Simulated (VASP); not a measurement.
Write the native input for VASP 6.6.1 that does the following.

```yaml
Task: single point
Functional: PBE
Potentials_or_basis: VASP PAW PBE potentials, release 64 (V_sv)
Cutoff: 520 eV
k_mesh: 10 × 10 × 13
Occupations: fermi-dirac, width 0.1 eV
Spin: no spin polarisation
Dipole_correction: no
Further_INCAR_settings: ALGO = Normal; EDIFF = 1e-07; NBANDS = 26
```

The structure of V lies in POSCAR:

```
V
1.0
    3.9236134086      0.0000000000      0.0000000000
   -1.9618067043      3.3979488865      0.0000000000
    0.0000000000      0.0000000000      2.1219378292
V
3
Direct
    0.0000000000      0.0000000000      0.0000000000
    0.3333333333      0.6666666667      0.5000000000
    0.6666666667      0.3333333333      0.5000000000
```

The input as run:

INCAR

```
PREC = Accurate
ENCUT = 520
EDIFF = 1E-7
ISMEAR = -1
SIGMA = 0.1
LREAL = False
LASPH = True
NELM = 60
ALGO = Normal
ISIF = 2
LWAVE = False
LCHARG = False
GGA = PE
NBANDS = 26
```

KPOINTS

```
regular mesh
0
Gamma
  10 10 13
```

Potentials or basis: VASP PAW PBE potentials, release 64 (V_sv).

Command:

```sh
$ cat potpaw_PBE.64/V_sv/POTCAR > POTCAR
$ mpirun -np 1 vasp_std > vasp.out
```

Results of the run:

```
Pressure : 132.6 GPa
```

Wall time 62 s on 1 thread of Intel Xeon 6975P-C (shared host), peak memory 0.18 GiB.
